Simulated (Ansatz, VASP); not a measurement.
## SiC in VASP and in Ansatz

Contents of INCAR:

```
SYSTEM = SiC
PREC = Accurate
ENCUT = 520
EDIFF = 1E-7
ISMEAR = 0
SIGMA = 0.05
LREAL = .False.
LASPH = .True.
NELM = 80
ALGO = Normal
ISIF = 2
LWAVE = .False.
LCHARG = .False.
GGA = PE
NBANDS = 11
```

The input KPOINTS:

```
regular mesh
0
Gamma
  12 12 12
  0 0 0
```

File POSCAR:

```
SiC
1.0
    0.0000000000      2.1389293512      2.2458758187
    2.1389293512      0.0000000000      2.2458758187
    2.1389293512      2.1389293512      0.0000000000
Si C
1 1
Direct
    0.0000000000      0.0000000000      0.0000000000
    0.7500000000      0.7500000000      0.7500000000
```

Input for Ansatz:

```yaml
crystal:
  lattice:
    - [0.0, 2.1389293512, 2.2458758187]
    - [2.1389293512, 0.0, 2.2458758187]
    - [2.1389293512, 2.1389293512, 0.0]
  atoms:
    - { symbol: Si, position: [0.0, 0.0, 0.0] }
    - { symbol: C, position: [0.75, 0.75, 0.75] }
basis:
  ecutwfc: 420
kpoints:
  mp_grid: { grid: [12, 12, 12] }
hamiltonian:
  xc: pbe
scf:
  occupations: { method: gaussian, width: 0.05 }
output:
  forces: true
  stress: true
  eigenvalues: true
  write_density: true
  write_potential: true
  elf: true
  volumetric_format: npy
```

Alike in both runs: task single point; functional PBE; k mesh 12 × 12 × 12; occupations gaussian, width 0.05 eV; no spin polarisation.

|  | VASP | Ansatz |
| --- | --- | --- |
| version | VASP 6.6.1 | Ansatz 0.2.0 |
| potentials or method | VASP PAW PBE potentials, release 64 (Si, C), cutoff 520 eV | scalar-relativistic, plane waves, PAW |
| valence electrons in the cell | 8 | 8 |

Ansatz gave:

- gap on the k mesh at the Fermi level (eV): 1.09
- least direct gap on the mesh (eV): 4.50
- pressure (GPa): 4.7
- traceless stress, the component that is largest in VASP (GPa): -9.25

Which values does VASP return?

gap on the k mesh at the Fermi level (eV): 1.09; least direct gap on the mesh (eV): 4.50; pressure (GPa): 4.6; traceless stress, the component that is largest in VASP (GPa): -9.27.
